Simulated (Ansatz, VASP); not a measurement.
## MgS in VASP and in Ansatz

Contents of INCAR:

```
ALGO = Normal
EDIFF = 1E-6
ENCUT = 520
GGA = PS
ISIF = 2
ISMEAR = -1
LASPH = T
LCHARG = F
LREAL = F
LWAVE = F
NBANDS = 11
NELM = 60
PREC = Accurate
SIGMA = 0.03
```

File KPOINTS:

```
k-points
0
Gamma
  10 10 10
```

Contents of POSCAR:

```
MgS
1.0
    0.0000000000      2.6358861630      2.6358861630
    2.6358861630      0.0000000000      2.6358861630
    2.6358861630      2.6358861630      0.0000000000
Mg S
1 1
Direct
    0.0000000000      0.0000000000      0.0000000000
    0.5000000000      0.5000000000      0.5000000000
```

Input for Ansatz:

```yaml
crystal:
  lattice:
    - [0.0, 2.635886163, 2.635886163]
    - [2.635886163, 0.0, 2.635886163]
    - [2.635886163, 2.635886163, 0.0]
  atoms:
    - { symbol: Mg, position: [0.0, 0.0, 0.0] }
    - { symbol: S, position: [0.5, 0.5, 0.5] }
kpoints:
  mp_grid: { grid: [10, 10, 10] }
  band_path:
    path:
      - [0.0, 0.0, 0.0]
      - [0.5, 0.0, 0.5]
      - [0.625, 0.25, 0.625]
      - [0.375, 0.375, 0.75]
      - [0.0, 0.0, 0.0]
      - [0.5, 0.5, 0.5]
      - [0.5, 0.25, 0.75]
      - [0.5, 0.0, 0.5]
    npoints: 5
scf:
  occupations: { method: fermi_dirac, width: 0.03 }
hamiltonian:
  xc: pbesol
  pseudopotentials: { kind: all_electron, lapw: { basis_error: 0.00025 } }
output:
  forces: true
  stress: true
  eigenvalues: true
```

Change from the starting cell: volume scaled by 1.04.

Alike in both runs: task single point; functional PBEsol; k mesh 10 × 10 × 10; occupations fermi-dirac, width 0.03 eV; no spin polarisation.

```csv
,VASP,Ansatz
version,VASP 6.6.1,Ansatz 0.2.0
potentials or method,"VASP PAW PBE potentials, release 64 (Mg, S), cutoff 520 eV","all-electron LAPW, scalar-relativistic"
```

```csv
,VASP,Ansatz,Ansatz less VASP
gap on the k mesh at the Fermi level (eV),2.62,2.62,+0.003
pressure (GPa),-3.8,-3.6,+0.20
```

VASP's potentials were made for PBE, not for PBEsol. Ansatz ran all-electron here, and VASP with PAW potentials.
